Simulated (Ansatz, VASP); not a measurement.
## Two plane-wave programs on Rh

INCAR

```
PREC     = Accurate       # precision mode
ENCUT    = 520            # plane-wave cutoff, eV
EDIFF    = 1E-6           # SCF threshold, eV
ISMEAR   = -1             # smearing method
SIGMA    = 0.1            # smearing width, eV
LREAL    = False          # projectors in reciprocal space
LASPH    = True           # aspherical terms in the spheres
NELM     = 80             # most SCF steps
ALGO     = Normal         # electronic algorithm
ISIF     = 2              # what is computed and relaxed
LWAVE    = False          # write WAVECAR
LCHARG   = False          # write CHGCAR
GGA      = CA             # functional
NBANDS   = 22             # bands
```

The input KPOINTS:

```
regular mesh
0
Gamma
  11 11 11
```

POSCAR

```
Rh
1.0
    0.0000000000      2.6222182255      2.6222182255
    2.6222182255      0.0000000000      2.6222182255
    2.6222182255      2.6222182255      0.0000000000
Rh
2
Direct
    0.1250000000      0.1250000000      0.1250000000
    0.8750000000      0.8750000000      0.8750000000
```

Input for Ansatz:

```yaml
crystal:
  lattice:
    - [0.0, 2.6222182255, 2.6222182255]
    - [2.6222182255, 0.0, 2.6222182255]
    - [2.6222182255, 2.6222182255, 0.0]
  atoms:
    - { symbol: Rh, position: [0.125, 0.125, 0.125] }
    - { symbol: Rh, position: [0.875, 0.875, 0.875] }
hamiltonian:
  xc: lda
  pseudopotentials:
    kind: paw
    azcp:
      Rh: "pseudopotentials/Rh.paw.azcp"
basis:
  ecutwfc: 420
  fft_grid_basis: typed
kpoints:
  mp_grid: { grid: [11, 11, 11], shift: [0, 0, 0] }
magnetization:
  spin_polarized: false
scf:
  occupations: { method: fermi_dirac, width: 0.1 }
  lower_state_search: "off"
output:
  stress: true
```

Alike in both runs: task single point; functional LDA; k mesh 11 × 11 × 11; occupations fermi-dirac, width 0.1 eV; no spin polarisation.

|  | VASP | Ansatz |
| --- | --- | --- |
| version | VASP 6.6.1 | Ansatz 0.2.0 |
| potentials or method | VASP PAW LDA potentials, release 64 (Rh_pv), cutoff 520 eV | plane waves (420 eV) with PAW, scalar-relativistic |
| valence electrons in the cell | 30 | 34 |

```tsv
	VASP	Ansatz	Ansatz less VASP
pressure (GPa)	17.5	16.6	-0.95
```

Ansatz warns that its potentials were made for another functional, while VASP's fit it. LDA's correlation is that of Perdew and Zunger in VASP and of Perdew and Wang (1992) in Ansatz. VASP's potentials hold 30 valence electrons a cell and Ansatz's 34, so a difference there can come from the potentials and not from the codes.
